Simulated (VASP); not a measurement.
# O in VASP: further runs

O is run at these levels: PBE+D3(BJ); tasks: single point.

All numbers are computed with VASP 6.6.1; they aren't measurements. Logs are shortened: lines on timing, memory, paths and dates and some standing lists are left out, and cuts for length are marked.

## Step 1: The cell of the first run

The cell holds a disordered packing, 20 atoms: a = 7.775 Å, b = 7.775 Å, c = 7.775 Å, α = 90.00°, β = 90.00°, γ = 90.00°.

## Step 2: Single point, PBE+D3(BJ), collinear spin, ferromagnetic start

Contents of INCAR:

```
SYSTEM = O
ALGO = Normal ; EDIFF = 1E-6
ENCUT = 520 ; GGA = PE
ISIF = 2 ; ISMEAR = -1
ISPIN = 2 ; IVDW = 12
LASPH = .True. ; LCHARG = .True.
LELF = .True. ; LORBIT = 11
LREAL = Auto ; LVHAR = .True.
LWAVE = .False. ; MAGMOM = 0.56 0.56 0.56 0.56 0.56 0.56 0.56 0.56 0.56 0.56 0.56 0.56 0.56 0.56 0.56 0.56 0.56 0.56 0.56 0.55
NBANDS = 80 ; NELM = 150
PREC = Accurate ; SIGMA = 0.02
```

Contents of KPOINTS:

```
k-points
0
Gamma
  1 1 1
  0 0 0
```

Contents of POSCAR:

```
O
1.0
    7.7749800000      0.0000000000      0.0000000000
    0.0000000000      7.7749800000      0.0000000000
    0.0000000000      0.0000000000      7.7749800000
O
20
Direct
    0.6195385712      0.1681547734      0.2863415726
    0.5094546867      0.1120774587      0.1940455152
    0.5089659395      0.7016738307      0.0169903974
    0.3780459885      0.7651209392      0.0749069451
    0.9762726078      0.6427154797      0.7058024587
    0.8669218442      0.5718599919      0.7942271234
    0.3675507847      0.5077312096      0.7057638733
    0.3152548302      0.3667919403      0.6661367618
    0.6744454648      0.2293896576      0.7752560135
    0.7817897924      0.1808879251      0.6667927120
    1.0461120157      0.9011727361      0.9596680635
    0.9143431880      0.9647999095      1.0159511664
    0.1397559865      0.0671255746      0.4837954567
    0.1425598522     -0.0742638566      0.4129528307
    0.7529537053      0.4914996566      0.2647595235
    0.8656099437      0.5995771050      0.2741100299
    0.1509971730      0.2602836277      0.0227010230
    0.1851580326      0.3147532212      0.1671515554
    0.6172105909      0.8146130279      0.6263810325
    0.5671011372      0.7358089667      0.4997826361
```

Potentials or basis: VASP PAW PBE potentials, release 64 (O).

Run with:

```console
> cat potpaw_PBE.64/O/POTCAR > POTCAR
> mpirun -np 1 vasp_gam > vasp.out
```

OUTCAR:

```text
SYSTEM = O
   EDIFF = 1E-6
   ENCUT = 520
   GGA = PE
   ISIF = 2
   ISMEAR = -1
   ISPIN = 2
   IVDW = 12
   LASPH = .True.
   LORBIT = 11
   LREAL = Auto
   NELM = 150
   PREC = Accurate
 IVDW          = 12

 ion  position               nearest neighbor table
   1  0.620  0.168  0.286-   2 1.20
   2  0.509  0.112  0.194-   1 1.20
   3  0.509  0.702  0.017-   4 1.22
   4  0.378  0.765  0.075-   3 1.22
   5  0.976  0.643  0.706-   6 1.22
   6  0.867  0.572  0.794-   5 1.22
[... 12 lines left out ...]
  19  0.617  0.815  0.626-  20 1.22
  20  0.567  0.736  0.500-  19 1.22

  LATTYP: Found a simple cubic cell.
 ALAT       =     7.7749800000

  Lattice vectors:

 A1 = (   7.7749800000,   0.0000000000,   0.0000000000)
 A2 = (   0.0000000000,   7.7749800000,   0.0000000000)
 A3 = (   0.0000000000,   0.0000000000,   7.7749800000)

Analysis of symmetry for initial positions (statically):
=====================================================================
 Subroutine PRICEL returns:
 Original cell was already a primitive cell.

 Routine SETGRP: Setting up the symmetry group for a
 simple cubic supercell.

 Subroutine GETGRP returns: Found  1 space group operations
 (whereof  1 operations were pure point group operations)
 out of a pool of 48 trial point group operations.

The static configuration has the point symmetry C_1 .

Analysis of symmetry for dynamics (positions and initial velocities):
=====================================================================
 Subroutine PRICEL returns:
 Original cell was already a primitive cell.

 Routine SETGRP: Setting up the symmetry group for a
 simple cubic supercell.

 Subroutine GETGRP returns: Found  1 space group operations
 (whereof  1 operations were pure point group operations)
 out of a pool of 48 trial point group operations.

The dynamic configuration has the point symmetry C_1 .

Analysis of structural, dynamic, and magnetic symmetry:
=====================================================================
 Subroutine PRICEL returns:
 Original cell was already a primitive cell.

 Routine SETGRP: Setting up the symmetry group for a
 simple cubic supercell.

 Subroutine GETGRP returns: Found  1 space group operations
 (whereof  1 operations were pure point group operations)
 out of a pool of 48 trial point group operations.

The overall configuration has the point symmetry C_1 .

 Subroutine INISYM returns: Found  1 space group operations
 (whereof  1 operations are pure point group operations),
 and found     1 'primitive' translations

----------------------------------------------------------------------------------------

                                     Primitive cell

  volume of cell :     470.0000

  direct lattice vectors                    reciprocal lattice vectors
     7.774980000  0.000000000  0.000000000     0.128617694  0.000000000  0.000000000
     0.000000000  7.774980000  0.000000000     0.000000000  0.128617694  0.000000000
     0.000000000  0.000000000  7.774980000     0.000000000  0.000000000  0.128617694

  length of vectors
     7.774980000  7.774980000  7.774980000     0.128617694  0.128617694  0.128617694

  position of ions in fractional coordinates (direct lattice)
     0.619538571  0.168154773  0.286341573
     0.509454687  0.112077459  0.194045515
     0.508965940  0.701673831  0.016990397
     0.378045988  0.765120939  0.074906945
     0.976272608  0.642715480  0.705802459
     0.866921844  0.571859992  0.794227123
[... 12 lines left out ...]
     0.617210591  0.814613028  0.626381032
     0.567101137  0.735808967  0.499782636

  ion indices of the primitive-cell ions
   primitive index   ion index
                 1           1
                 2           2
                 3           3
                 4           4
                 5           5
                 6           6
[... 12 lines left out ...]
                19          19
                20          20

----------------------------------------------------------------------------------------

 KPOINTS: k-points

Automatic generation of k-mesh.
 Grid dimensions read from file:
 generate k-points for:    1    1    1

 Generating k-lattice:

  Cartesian coordinates                     Fractional coordinates (reciprocal lattice)
     0.128617694  0.000000000  0.000000000     1.000000000  0.000000000  0.000000000
     0.000000000  0.128617694  0.000000000     0.000000000  1.000000000  0.000000000
     0.000000000  0.000000000  0.128617694     0.000000000  0.000000000  1.000000000

  Length of vectors
     0.128617694  0.128617694  0.128617694

  Shift w.r.t. Gamma in fractional coordinates (k-lattice)
     0.000000000  0.000000000  0.000000000

 Subroutine IBZKPT returns following result:
 ===========================================

 Found      1 irreducible k-points:

 Following reciprocal coordinates:
            Coordinates               Weight
  0.000000  0.000000  0.000000      1.000000
   k-points           NKPTS =      1   k-points in BZ     NKDIM =      1   number of bands    NBANDS=     80
   number of dos      NEDOS =    301   number of ions     NIONS =     20
   total plane-waves  NPLWV = 216000
   dimension x,y,z NGX =    60 NGY =   60 NGZ =   60
   dimension x,y,z NGXF=   120 NGYF=  120 NGZF=  120
   ions per type =              20
   NGX,Y,Z   is equivalent  to a cutoff of  12.83, 12.83, 12.83 a.u.
   NGXF,Y,Z  is equivalent  to a cutoff of  25.66, 25.66, 25.66 a.u.
 SYSTEM =  O
   PREC   = accura    normal or accurate (medium, high low for compatibility)
   ISTART =      0    job   : 0-new  1-cont  2-samecut
   ICHARG =      2    charge: 1-file 2-atom 10-const
   ISPIN  =      2    spin polarized calculation?
   LNONCOLLINEAR =      F non collinear calculations
   LSORBIT =      F    spin-orbit coupling
   LASPH  =      T    aspherical Exc in radial PAW
   ENCUT  =  520.0 eV  38.22 Ry    6.18 a.u.  14.46 14.46 14.46*2*pi/ulx,y,z
   NELM   =    150;   NELMIN=  2; NELMDL= -5     # of ELM steps
   EDIFF  = 0.1E-05   stopping-criterion for ELM
   LREAL  =      T    real-space projection
   EDIFFG = 0.1E-04   stopping-criterion for IOM
   NSW    =      0    number of steps for IOM
   IBRION =     -1    ionic relax: 0-MD 1-quasi-New 2-CG
   NFREE  =      0    steps in history (QN), initial steepest desc. (CG)
   ISIF   =      2    stress and relaxation
   ISYM   =      2    0-nonsym 1-usesym 2-fastsym
   POTIM  = 0.5000    time-step for ionic-motion
   TEBEG  =    0.0;   TEEND  =   0.0 temperature during run
   PSTRESS=    0.0 pullay stress
   NELECT =     120.0000    total number of electrons
   NUPDOWN=      -1.0000    fix difference up-down
   EMIN   =  10.00;   EMAX   =-10.00  energy-range for DOS
   EFERMI =   0.00;   METHOD = LEGACY
   ISMEAR =    -1;   SIGMA  =   0.02  broadening in eV -4-tet -1-fermi 0-gaus
   EFERMI_NEDOS =   21; number of points for ismear=-14 and -15
   IALGO  =     38    algorithm
   IMIX   =      4    mixing-type and parameters
     AMIX     =   0.40;   BMIX     =  1.00
     AMIX_MAG =   1.60;   BMIX_MAG =  1.00
  volume/ion in A,a.u.               =      23.50       158.59
  Fermi-wavevector in a.u.,A,eV,Ry     =   1.038570  1.962614 14.675633  1.078629
  Thomas-Fermi vector in A             =   2.173061
   LORBIT       =     11    0 simple, 1 ext, 2 COOP (PROOUT), +10 PAW based schemes
   GGA     = PE    functional components
   LHFCALC =     F    Hartree Fock is set to
   AEXX    =    0.0000 exact exchange contribution
   IVDW    =    12    specifies the selected vdW correction
   LEPSILON=     F    determine dielectric tensor
   LRPA    =     F    only Hartree local field effects (RPA)
 spin polarized calculation
  energy-cutoff  :      520.00
  volume of cell :      470.00
 maximum number of plane-waves:      6279
 NGX is ok and might be reduce to    60
   NGX = 29   NGY = 29   NGZ = 29

 number of electron     120.0000037 magnetization      20.0005515

 Free energy of the ion-electron system (eV)
  ---------------------------------------------------
  ext. energy  EPLUGINS =         0.00000000
  ---------------------------------------------------
  free energy    TOTEN  =       -98.72197621 eV

  energy without entropy =      -98.72197621  energy(sigma->0) =      -98.72197621

 E-fermi :  -3.0107     XC(G=0):  -6.1292

 val. band max:       -3.5421644702   @ k =   0.0000   0.0000   0.0000
 cond. band min:      -1.8684625495   @ k =   0.0000   0.0000   0.0000
 fundamental gap:      1.6737019207
 Fermi energy:        -3.0107153854

 spin component 1

 k-point     1 :       0.0000    0.0000    0.0000
  band No.  band energies     occupation
      1     -30.1930      1.00000
      2     -29.9728      1.00000
      3     -29.8170      1.00000
      4     -29.7671      1.00000
      5     -29.7402      1.00000
      6     -29.7165      1.00000
[... 64 lines left out ...]
     71       2.5104      0.00000
     72       3.6429      0.00000
 Fermi energy:        -3.0107153854

 spin component 2

 k-point     1 :       0.0000    0.0000    0.0000
  band No.  band energies     occupation
      1     -29.0030      1.00000
      2     -28.7747      1.00000
      3     -28.6129      1.00000
      4     -28.5615      1.00000
      5     -28.5344      1.00000
      6     -28.5088      1.00000
[... 64 lines left out ...]
     71       2.8326      0.00000
     72       4.1484      0.00000
 [bands above 72 left out]

------------------------ aborting loop because EDIFF is reached ----------------------------------------

 Edisp (eV)   -0.61983

 E8    (eV) :    -0.1413

  FORCE on cell =-STRESS in cart. coord.  units (eV):
  Direction    XX          YY          ZZ          XY          YZ          ZX
  --------------------------------------------------------------------------------------
  -------------------------------------------------------------------------------------
  Total       4.54896     4.54562     1.91006     2.32860     2.07628     1.41982
  in kB      15.50689    15.49552     6.51120     7.93794     7.07779     4.84000
  external pressure =       12.50 kB  Pullay stress =        0.00 kB

 VOLUME and BASIS-vectors are now :
 -----------------------------------------------------------------------------
  energy-cutoff  :      520.00
  volume of cell :      470.00
      direct lattice vectors                 reciprocal lattice vectors
     7.774980000  0.000000000  0.000000000     0.128617694  0.000000000  0.000000000
     0.000000000  7.774980000  0.000000000     0.000000000  0.128617694  0.000000000
     0.000000000  0.000000000  7.774980000     0.000000000  0.000000000  0.128617694

 POSITION                                       TOTAL-FORCE (eV/Angst)
 -----------------------------------------------------------------------------------
      4.81690      1.30740      2.22630         1.952076      0.900082      1.695547
      3.96100      0.87140      1.50870        -1.950125     -1.040968     -1.681576
      3.95720      5.45550      0.13210         1.028054     -0.466321     -0.416969
      2.93930      5.94880      0.58240        -0.994262      0.431806      0.444098
      7.59050      4.99710      5.48760         0.436159      0.211581     -0.439405
      6.74030      4.44620      6.17510        -0.393095     -0.307934      0.393378
[... 12 lines left out ...]
      4.79880      6.33360      4.87010         0.181129      0.410216      0.562929
      4.40920      5.72090      3.88580        -0.215296     -0.259836     -0.635667
 -----------------------------------------------------------------------------------
    total drift:                               -0.001182      0.009834      0.003745

  FREE ENERGIE OF THE ION-ELECTRON SYSTEM (eV)
  ---------------------------------------------------
  free  energy   TOTEN  =       -99.3418109227 eV

  energy  without entropy=      -99.3418109227  energy(sigma->0) =      -99.34181092

 total charge

# of ion       s       p       d       tot
------------------------------------------
    1        1.613   3.328   0.000   4.942
    2        1.613   3.330   0.000   4.943
    3        1.612   3.301   0.000   4.913
    4        1.612   3.299   0.000   4.912
    5        1.612   3.289   0.000   4.902
    6        1.612   3.291   0.000   4.903
[... 12 lines left out ...]
   19        1.612   3.292   0.000   4.904
   20        1.612   3.293   0.000   4.905
--------------------------------------------------
tot         32.245  65.897   0.000  98.143

 magnetization (x)

# of ion       s       p       d       tot
------------------------------------------
    1        0.010   0.797   0.000   0.807
    2        0.010   0.794   0.000   0.805
    3        0.011   0.799   0.000   0.809
    4        0.011   0.801   0.000   0.811
    5        0.011   0.802   0.000   0.813
    6        0.010   0.798   0.000   0.808
[... 12 lines left out ...]
   19        0.010   0.799   0.000   0.810
   20        0.010   0.800   0.000   0.811
--------------------------------------------------
tot          0.209  15.990   0.000  16.199
```

It took 3.2 min on 1 thread of AMD EPYC 7R13, shared host; peak memory 0.56 GiB.

Results:

| Quantity | Value |
| --- | --- |
| Free energy | -99.3418 eV |
| Pressure | 1.3 GPa |
| Largest force | 2.777 eV/Å |
| Net moment | 20.00 μB per cell |
| Site moments | O +0.81 μB |
| Valence electrons inside the program's atomic spheres | O 4.94, 4.91, 4.90, 4.93, 4.92, 4.87, 4.89 (each value once) |
| Dispersion energy per atom | -0.031 eV |

Forces in eV/Å, atoms in the order of the input:
```
O    1.952  0.900  1.696
O   -1.950 -1.041 -1.682
O    1.028 -0.466 -0.417
O   -0.994  0.432  0.444
O    0.436  0.212 -0.439
O   -0.393 -0.308  0.393
O    0.580  1.654  0.541
O   -0.665 -1.725 -0.531
O    0.555 -0.290 -0.552
O   -0.537  0.277  0.578
O    0.849 -0.401 -0.327
O   -0.937  0.397  0.391
O   -0.014  0.194  0.134
O    0.004 -0.235 -0.117
O   -0.852 -0.843 -0.093
O    0.972  0.932  0.053
O   -0.014  0.004 -0.256
O    0.014  0.157  0.255
O    0.181  0.410  0.563
O   -0.215 -0.260 -0.636
```

Caveat: the k points lie up to 0.81 Å⁻¹ apart, too coarse for converged energies, forces and pressures; the standard files for N, O and F lose accuracy on very short bonds.

## Step 3: Single point, PBE+D3(BJ), collinear spin, ferromagnetic start

Contents of INCAR:

```
SYSTEM = O
ALGO = Normal
EDIFF = 1E-6
ENCUT = 520
GGA = PE
ISIF = 2
ISMEAR = -1
ISPIN = 2
IVDW = 12
LASPH = .TRUE.
LCHARG = .FALSE.
LORBIT = 11
LREAL = Auto
LWAVE = .FALSE.
MAGMOM = 0.56 0.56 0.56 0.56 0.56 0.56 0.56 0.56 0.56 0.56 0.56 0.56 0.56 0.56 0.56 0.56 0.56 0.56 0.56 0.55
NBANDS = 80
NELM = 150
PREC = Accurate
SIGMA = 0.02
```

Contents of KPOINTS:

```
k-points
0
G
  1 1 1
  0 0 0
```

Contents of POSCAR:

```
O
1.0
    7.7749800000      0.0000000000      0.0000000000
    0.0000000000      7.7749800000      0.0000000000
    0.0000000000      0.0000000000      7.7749800000
O
20
Direct
    0.6234228255      0.1575180901      0.2453639752
    0.4870880697      0.1154986894      0.1741998050
    0.4943421076      0.6755001299      0.0458522080
    0.3703289269      0.7690566407      0.0686175399
    0.9668577926      0.6529534481      0.7066770590
    0.8781630306      0.5655062778      0.8064200808
    0.3761295849      0.5068051622      0.7037188520
    0.3312291479      0.3652999750      0.6656994616
    0.6743425707      0.2201806307      0.7477575505
    0.7779698469      0.1585984787      0.6442074449
    1.0570573815      0.9154235767      0.9848256844
    0.9166197212      0.9769800051      1.0159254429
    0.1379424770      0.0509326069      0.4962070642
    0.1378267211     -0.0802059941      0.4122582952
    0.7746000633      0.5022520958      0.2775441223
    0.8934042274      0.5981751722      0.2923608807
    0.1518460498      0.2756277187      0.0196399219
    0.2068043905      0.3227789653      0.1612222797
    0.6421367000      0.7880277506      0.6263424472
    0.6009918997      0.7635132180      0.4806957703
```

Potentials or basis: VASP PAW PBE potentials, release 64 (O).

Run with:

```console
> cat potpaw_PBE.64/O/POTCAR > POTCAR
> mpirun -np 1 vasp_gam > vasp.out
```

Run time: 3.2 min. Hardware: 1 thread of AMD EPYC 7R13, shared host; peak memory 0.56 GiB.

It converged, with:

```yaml
Free_energy: -99.1665 eV
Pressure: 1.8 GPa
Largest_force: 3.509 eV/Å
Net_moment: 20.00 μB per cell
Site_moments: O +0.81, +0.80, +0.82 (each value once) μB
Valence_electrons_inside_the_program's_atomic_spheres: O 4.88, 4.91, 4.96, 4.95, 4.92, 4.89 (each value once)
Dispersion_energy_per_atom: -0.031 eV
```

Forces on the atoms (eV/Å):
```
O   -0.380 -0.137 -0.175
O    0.535  0.029  0.205
O    0.775 -0.552 -0.119
O   -0.699  0.467  0.136
O   -0.207 -0.388  0.348
O    0.376  0.274 -0.294
O    0.998  3.201  0.863
O   -1.088 -3.208 -0.919
O    0.153 -0.120 -0.099
O   -0.098  0.121  0.129
O    1.032 -0.503 -0.260
O   -1.168  0.458  0.253
O    0.012  1.481  0.964
O    0.004 -1.494 -0.957
O   -2.538 -2.157 -0.350
O    2.646  2.116  0.280
O    0.113  0.185  0.202
O   -0.236  0.061 -0.190
O    0.768  0.636  3.237
O   -0.996 -0.468 -3.252
```

Stress tensor (GPa, compression positive):
```
1.62 0.50 0.53
0.50 2.54 1.11
0.53 1.11 1.15
```

Levels at points of the mesh, in eV from the Fermi level:
Spin up:
| k point | band 67 | band 68 | band 69 | band 70 | band 71 | band 72 | band 73 | band 74 |
| --- | --- | --- | --- | --- | --- | --- | --- | --- |
| (0.00, 0.00, 0.00) | -0.70 | -0.67 | -0.66 | -0.58 | 5.37 | 6.47 | 6.73 | 6.78 |
Spin down:
| k point | band 47 | band 48 | band 49 | band 50 | band 51 | band 52 | band 53 | band 54 |
| --- | --- | --- | --- | --- | --- | --- | --- | --- |
| (0.00, 0.00, 0.00) | -5.35 | -5.29 | -5.24 | -5.17 | 0.92 | 1.04 | 1.07 | 1.10 |

Caveat: the k points lie up to 0.81 Å⁻¹ apart, too coarse for converged energies, forces and pressures; the standard files for N, O and F lose accuracy on very short bonds.

[end of part 1 of 3]
